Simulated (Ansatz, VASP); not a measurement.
## Te: VASP beside Ansatz

File INCAR:

```
  AGGAC = 1.0
  AGGAX = 1.0
  ALDAC = 0.0
  ALDAX = 1.0
  ALGO = Normal
  EDIFF = 1E-7
  ENCUT = 520
  GGA = B5
  ISIF = 2
  ISMEAR = -1
  LASPH = True
  LCHARG = True
  LELF = True
  LREAL = False
  LVHAR = True
  LWAVE = False
  NBANDS = 9
  NELM = 100
  PREC = Accurate
  SIGMA = 0.1
```

KPOINTS

```
k-points
0
Gamma
  11 11 11
```

File POSCAR:

```
Te
1.0
    3.3378920477      0.0000000000      0.0000000000
    0.0000000000      3.3378920477      0.0000000000
    0.0000000000      0.0000000000      3.3378920477
Te
1
Direct
    0.0000000000      0.0000000000      0.0000000000
```

Input for Ansatz:

```yaml
crystal:
  lattice:
    - [3.3378920477, 0.0, 0.0]
    - [0.0, 3.3378920477, 0.0]
    - [0.0, 0.0, 3.3378920477]
  atoms:
    - { symbol: Te, position: [0.0, 0.0, 0.0] }
hamiltonian:
  xc: blyp
  pseudopotentials:
    kind: paw
    azcp:
      Te: "pseudopotentials/Te.paw.azcp"
basis:
  ecutwfc: 420
  fft_grid_basis: typed
kpoints:
  mp_grid: { grid: [11, 11, 11], shift: [0, 0, 0] }
magnetization:
  spin_polarized: false
scf:
  occupations: { method: fermi_dirac, width: 0.1 }
  lower_state_search: "off"
output:
  stress: true
  write_density: true
  write_potential: true
  elf: true
  volumetric_format: npy
```

Alike in both runs: task single point; functional BLYP; k mesh 11 × 11 × 11; occupations fermi-dirac, width 0.1 eV; no spin polarisation.

|  | VASP | Ansatz |
| --- | --- | --- |
| version | VASP 6.6.1 | Ansatz 0.2.0 |
| potentials or method | VASP PAW PBE potentials, release 64 (Te), cutoff 520 eV | plane waves (420 eV) with PAW, scalar-relativistic |
| valence electrons in the cell | 6 | 16 |

VASP gave:

```
pressure (GPa) : -1.3
```

Task: What did Ansatz give for the same quantities?

Result: Pressure (GPa): -1.4.

VASP's potentials were made for PBE, not for BLYP. With one functional, cell and mesh, what is left measures potentials, basis and numerics. VASP's potentials hold 6 valence electrons a cell and Ansatz's 16, so a difference there can come from the potentials and not from the codes.

Spin-orbit coupling is off throughout.
